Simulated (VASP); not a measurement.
# CoSn (P6/mmm) in VASP: single point with r2SCAN

Aim: the single point of CoSn with r2SCAN.

Everything below comes from runs of VASP 6.6.1. Logs are shortened: lines on timing, memory, paths and dates and some standing lists are left out, and cuts for length are marked.

**1. The cell of the first run**

The structure is hexagonal, space group P6/mmm (No. 191). The conventional cell has a = 5.243 Å, b = 5.243 Å, c = 4.184 Å, α = 90.00°, β = 90.00°, γ = 120.00°. Within 3.4 Å of Co (site symmetry mmm) lie 6 Sn at 2.58 to 2.62 Å and 4 Co at 2.62 Å. Sn (site symmetry -6m2) has 6 Co at 2.58 Å and 3 Sn at 3.03 Å within 3.4 Å. Sn (site symmetry 6/mmm) has 6 Co at 2.62 Å within 3.5 Å.

**2. Single point, r2SCAN**

File POSCAR:

```
CoSn
1.0
    5.2430779972      0.0000000000      0.0000000000
   -2.6215389986      4.5406387396      0.0000000000
    0.0000000000      0.0000000000      4.1841187397
Co Sn
3 3
Direct
    0.0000000000      0.5000000000      0.0000000000
    0.5000000000      0.5000000000      0.0000000000
    0.5000000000      0.0000000000      0.0000000000
    0.6666666667      0.3333333333      0.5000000000
    0.3333333333      0.6666666667      0.5000000000
    0.0000000000      0.0000000000      0.0000000000
```

File INCAR.step1:

```
PREC = Accurate ; ENCUT = 520
ISMEAR = 0 ; SIGMA = 0.1
LREAL = False ; LASPH = True
NELM = 100 ; NBANDS = 44
GGA = PE ; ALGO = Normal
EDIFF = 1E-4 ; LWAVE = True
LCHARG = False
```

File INCAR.step2:

```
PREC = Accurate ; ENCUT = 520
EDIFF = 1E-7 ; ISMEAR = 0
SIGMA = 0.1 ; LREAL = False
LASPH = True ; NELM = 100
ALGO = Normal ; ISIF = 2
LWAVE = False ; LCHARG = False
METAGGA = R2SCAN ; LMIXTAU = True
NBANDS = 44 ; ISTART = 1
```

File KPOINTS:

```
regular mesh
0
Gamma
  12 12 8
```

Potentials or basis: VASP PAW PBE potentials, release 64 (Co, Sn_d).

Started as:

```sh
$ cat potpaw_PBE.64/Co/POTCAR potpaw_PBE.64/Sn_d/POTCAR > POTCAR
$ cp INCAR.step1 INCAR
$ mpirun -np 1 vasp_std > vasp.out
$ cp INCAR.step2 INCAR
$ mpirun -np 1 vasp_std > vasp.out
```

OUTCAR:

```text
PREC = Accurate
   ENCUT = 520
   EDIFF = 1E-7
   ISMEAR = 0
   LREAL = False
   LASPH = True
   NELM = 100
   ISIF = 2
   METAGGA = R2SCAN
   ISTART = 1

 ion  position               nearest neighbor table
   1  0.000  0.500  0.000-   4 2.58   5 2.58   4 2.58   5 2.58   2 2.62   2 2.62   6 2.62   6 2.62
                             3 2.62   3 2.62
   2  0.500  0.500  0.000-   4 2.58   5 2.58   4 2.58   5 2.58   1 2.62   1 2.62   6 2.62   3 2.62
                             3 2.62   6 2.62
   3  0.500  0.000  0.000-   4 2.58   5 2.58   4 2.58   5 2.58   6 2.62   6 2.62   1 2.62   2 2.62
                             2 2.62   1 2.62
   4  0.667  0.333  0.500-   1 2.58   1 2.58   3 2.58   3 2.58   2 2.58   2 2.58   5 3.03   5 3.03
                             5 3.03   6 3.68   6 3.68   6 3.68   6 3.68   6 3.68   6 3.68
   5  0.333  0.667  0.500-   1 2.58   1 2.58   3 2.58   3 2.58   2 2.58   2 2.58   4 3.03   4 3.03
                             4 3.03   6 3.68   6 3.68   6 3.68   6 3.68   6 3.68   6 3.68
   6  0.000  0.000  0.000-   3 2.62   3 2.62   1 2.62   1 2.62   2 2.62   2 2.62   5 3.68   4 3.68
                             5 3.68   4 3.68   4 3.68   5 3.68   5 3.68   4 3.68   5 3.68   5 3.68

  LATTYP: Found a hexagonal cell.
 ALAT       =     5.2430779972
 C/A-ratio  =     0.7980271783

  Lattice vectors:

 A1 = (   5.2430779972,   0.0000000000,   0.0000000000)
 A2 = (  -2.6215389986,   4.5406387396,   0.0000000000)
 A3 = (   0.0000000000,   0.0000000000,   4.1841187397)

Analysis of symmetry for initial positions (statically):
=====================================================================
 Subroutine PRICEL returns:
 Original cell was already a primitive cell.

 Routine SETGRP: Setting up the symmetry group for a
 hexagonal supercell.

 Subroutine GETGRP returns: Found 24 space group operations
 (whereof 24 operations were pure point group operations)
 out of a pool of 24 trial point group operations.

The static configuration has the point symmetry D_6h.

Analysis of symmetry for dynamics (positions and initial velocities):
=====================================================================
 Subroutine PRICEL returns:
 Original cell was already a primitive cell.

 Routine SETGRP: Setting up the symmetry group for a
 hexagonal supercell.

 Subroutine GETGRP returns: Found 24 space group operations
 (whereof 24 operations were pure point group operations)
 out of a pool of 24 trial point group operations.

The dynamic configuration has the point symmetry D_6h.

 Subroutine INISYM returns: Found 24 space group operations
 (whereof 24 operations are pure point group operations),
 and found     1 'primitive' translations

----------------------------------------------------------------------------------------

                                     Primitive cell

  volume of cell :      99.6110

  direct lattice vectors                    reciprocal lattice vectors
     5.243077997  0.000000000  0.000000000     0.190727660  0.110116666  0.000000000
    -2.621538999  4.540638740  0.000000000     0.000000000  0.220233332  0.000000000
     0.000000000  0.000000000  4.184118740     0.000000000  0.000000000  0.238998953

  length of vectors
     5.243077997  5.243077997  4.184118740     0.220233332  0.220233332  0.238998953

  position of ions in fractional coordinates (direct lattice)
     1.000000000  0.500000000  0.000000000
     0.500000000  0.500000000  0.000000000
     0.500000000  0.000000000  0.000000000
     0.666666667  0.333333333  0.500000000
     0.333333333  0.666666667  0.500000000
     0.000000000  0.000000000  0.000000000

  ion indices of the primitive-cell ions
   primitive index   ion index
                 1           1
                 2           2
                 3           3
                 4           4
                 5           5
                 6           6

----------------------------------------------------------------------------------------

 KPOINTS: regular mesh

Automatic generation of k-mesh.
 Grid dimensions read from file:
 generate k-points for:   12   12    8

 Generating k-lattice:

  Cartesian coordinates                     Fractional coordinates (reciprocal lattice)
     0.015893972  0.009176389  0.000000000     0.083333333  0.000000000  0.000000000
     0.000000000  0.018352778  0.000000000     0.000000000  0.083333333  0.000000000
     0.000000000  0.000000000  0.029874869     0.000000000  0.000000000  0.125000000

  Length of vectors
     0.018352778  0.018352778  0.029874869

  Shift w.r.t. Gamma in fractional coordinates (k-lattice)
     0.000000000  0.000000000  0.000000000

 Subroutine IBZKPT returns following result:
 ===========================================

 Found     95 irreducible k-points:

 Following reciprocal coordinates:
            Coordinates               Weight
  0.000000  0.000000  0.000000      1.000000
  0.083333 -0.000000  0.000000      6.000000
  0.166667  0.000000  0.000000      6.000000
  0.250000 -0.000000  0.000000      6.000000
  0.333333  0.000000  0.000000      6.000000
  0.416667  0.000000  0.000000      6.000000
[... 16 lines left out ...]
  0.250000 -0.000000  0.125000     12.000000
  0.333333  0.000000  0.125000     12.000000
 [... further k-points ...]
   k-points           NKPTS =     95   k-points in BZ     NKDIM =     95   number of bands    NBANDS=     44
   number of dos      NEDOS =    301   number of ions     NIONS =      6
   total plane-waves  NPLWV =  51200
   dimension x,y,z NGX =    40 NGY =   40 NGZ =   32
   dimension x,y,z NGXF=    80 NGYF=   80 NGZF=   64
   ions per type =               3   3
   NGX,Y,Z   is equivalent  to a cutoff of  12.68, 12.68, 12.71 a.u.
   NGXF,Y,Z  is equivalent  to a cutoff of  25.37, 25.37, 25.43 a.u.
 SYSTEM =  unknown system
   PREC   = accura    normal or accurate (medium, high low for compatibility)
   ISTART =      1    job   : 0-new  1-cont  2-samecut
   ICHARG =      0    charge: 1-file 2-atom 10-const
   ISPIN  =      1    spin polarized calculation?
   LNONCOLLINEAR =      F non collinear calculations
   LSORBIT =      F    spin-orbit coupling
   LASPH  =      T    aspherical Exc in radial PAW
   ENCUT  =  520.0 eV  38.22 Ry    6.18 a.u.   9.75  9.75  7.78*2*pi/ulx,y,z
   NELM   =    100;   NELMIN=  2; NELMDL=  0     # of ELM steps
   EDIFF  = 0.1E-06   stopping-criterion for ELM
   LREAL  =      F    real-space projection
   EDIFFG = 0.1E-05   stopping-criterion for IOM
   NSW    =      0    number of steps for IOM
   IBRION =     -1    ionic relax: 0-MD 1-quasi-New 2-CG
   NFREE  =      0    steps in history (QN), initial steepest desc. (CG)
   ISIF   =      2    stress and relaxation
   ISYM   =      2    0-nonsym 1-usesym 2-fastsym
   POTIM  = 0.5000    time-step for ionic-motion
   TEBEG  =    0.0;   TEEND  =   0.0 temperature during run
   PSTRESS=    0.0 pullay stress
   NELECT =      69.0000    total number of electrons
   NUPDOWN=      -1.0000    fix difference up-down
   EMIN   =  10.00;   EMAX   =-10.00  energy-range for DOS
   EFERMI =   0.00;   METHOD = LEGACY
   ISMEAR =     0;   SIGMA  =   0.10  broadening in eV -4-tet -1-fermi 0-gaus
   EFERMI_NEDOS =   21; number of points for ismear=-14 and -15
   IALGO  =     38    algorithm
   IMIX   =      4    mixing-type and parameters
     AMIX     =   0.40;   BMIX     =  1.00
     AMIX_MAG =   1.60;   BMIX_MAG =  1.00
  volume/ion in A,a.u.               =      16.60       112.03
  Fermi-wavevector in a.u.,A,eV,Ry     =   1.448512  2.737291 28.547568  2.098187
  Thomas-Fermi vector in A             =   2.566344
   LORBIT       =      0    0 simple, 1 ext, 2 COOP (PROOUT), +10 PAW based schemes
   METAGGA = R2SCAN    functional components
   LHFCALC =     F    Hartree Fock is set to
   AEXX    =    0.0000 exact exchange contribution
   IVDW    =     0    specifies the selected vdW correction
   LEPSILON=     F    determine dielectric tensor
   LRPA    =     F    only Hartree local field effects (RPA)
 non-spin polarized calculation
 Gauss-broadening in eV      SIGMA  =   0.10
  energy-cutoff  :      520.00
  volume of cell :       99.61
 maximum number of plane-waves:      2699
 NGX is ok and might be reduce to    40
   NGX = 19   NGY = 19   NGZ = 15

 number of electron      69.0000005 magnetization

 Free energy of the ion-electron system (eV)
  ---------------------------------------------------
  ext. energy  EPLUGINS =         0.00000000
  ---------------------------------------------------
  free energy    TOTEN  =      -113.67127443 eV

  energy without entropy =     -113.66269247  energy(sigma->0) =     -113.66698345

 E-fermi :  10.0703     XC(G=0): -12.9054

 val. band max:       10.0514539223   @ k =   0.3333   0.0000   0.1250
 cond. band min:      10.0751710031   @ k =   0.2500  -0.0000   0.0000
 fundamental gap:      0.0237170808
 Fermi energy:        10.0703098129

 k-point     1 :       0.0000    0.0000    0.0000
  band No.  band energies     occupation
      1     -12.1550      2.00000
      2     -12.0273      2.00000
      3     -12.0273      2.00000
      4     -11.9664      2.00000
      5     -11.9664      2.00000
      6     -11.8780      2.00000
[... 36 lines left out ...]
     43      16.6096      0.00000
     44      17.0230      0.00000

 k-point     2 :       0.0833   -0.0000    0.0000
  band No.  band energies     occupation
      1     -12.1544      2.00000
      2     -12.0279      2.00000
      3     -12.0273      2.00000
      4     -11.9732      2.00000
      5     -11.9702      2.00000
      6     -11.8840      2.00000
[... 36 lines left out ...]
     43      16.2356      0.00000
     44      16.4687      0.00000

 k-point     3 :       0.1667    0.0000    0.0000
  band No.  band energies     occupation
      1     -12.1527      2.00000
      2     -12.0296      2.00000
      3     -12.0269      2.00000
      4     -11.9893      2.00000
      5     -11.9810      2.00000
      6     -11.8924      2.00000
[... 976 lines left out ...]
     43      15.2674      0.00000
     44      17.1246      0.00000

 k-point    24 :       0.3333    0.0000    0.1250
  band No.  band energies     occupation
      1     -12.1458      2.00000
      2     -12.0417      2.00000
      3     -12.0282      2.00000
      4     -12.0134      2.00000
      5     -12.0045      2.00000
      6     -11.8948      2.00000
[... 36 lines left out ...]
     43      15.2905      0.00000
     44      17.0552      0.00000

 [... further k-points ...]

------------------------ aborting loop because EDIFF is reached ----------------------------------------

  FORCE on cell =-STRESS in cart. coord.  units (eV):
  Direction    XX          YY          ZZ          XY          YZ          ZX
  --------------------------------------------------------------------------------------
  -------------------------------------------------------------------------------------
  Total        0.1761829      0.1761829      0.1263033      0.0000000      0.0000000     -0.0000000
  in kB        2.8337866      2.8337866      2.0315052      0.0000000      0.0000000     -0.0000000
  external PRESSURE =       2.5663595 kB  Pullay stress =       0.0000000 kB

 VOLUME and BASIS-vectors are now :
 -----------------------------------------------------------------------------
  energy-cutoff  :      520.00
  volume of cell :       99.61
      direct lattice vectors                 reciprocal lattice vectors
     5.243077997  0.000000000  0.000000000     0.190727660  0.110116666  0.000000000
    -2.621538999  4.540638740  0.000000000     0.000000000  0.220233332  0.000000000
     0.000000000  0.000000000  4.184118740     0.000000000  0.000000000  0.238998953

 POSITION                                       TOTAL-FORCE (eV/Angst)
 -----------------------------------------------------------------------------------
     -1.31077      2.27032      0.00000        -0.000000      0.000000      0.000000
      1.31077      2.27032      0.00000         0.000000      0.000000      0.000000
      2.62154      0.00000      0.00000        -0.000000      0.000000      0.000000
      2.62154      1.51355      2.09206         0.000000     -0.000000      0.000000
     -0.00000      3.02709      2.09206        -0.000000      0.000000      0.000000
      0.00000      0.00000      0.00000        -0.000000      0.000000      0.000000
 -----------------------------------------------------------------------------------
    total drift:                               -0.000000      0.000000     -0.000000

  FREE ENERGIE OF THE ION-ELECTRON SYSTEM (eV)
  ---------------------------------------------------
  free  energy   TOTEN  =      -113.6712744328 eV

  energy  without entropy=     -113.6626924691  energy(sigma->0) =     -113.66698345
```

It took 12 min on 1 thread of Intel Xeon 6975P-C (Granite Rapids), shared host; peak memory 0.46 GiB.

What came out:

| Property | Result |
| --- | --- |
| Free energy | -113.6713 eV |
| Pressure | 0.3 GPa |
| Band gap on the k mesh | zero (an odd number of electrons rules out a gap without spin polarisation) |

Stress tensor (GPa, compression positive):
```
0.28 0.00 0.00
0.00 0.28 0.00
0.00 0.00 0.20
```

Caveat: the PAW data sets were made with another functional, which shifts forces and pressure a little; spin-orbit coupling is left out, which moves the levels of the heavy elements; the run has no spin polarisation, though such a crystal can be magnetic.

The gap in the log of VASP goes by the Fermi energy; the results here count the filled bands.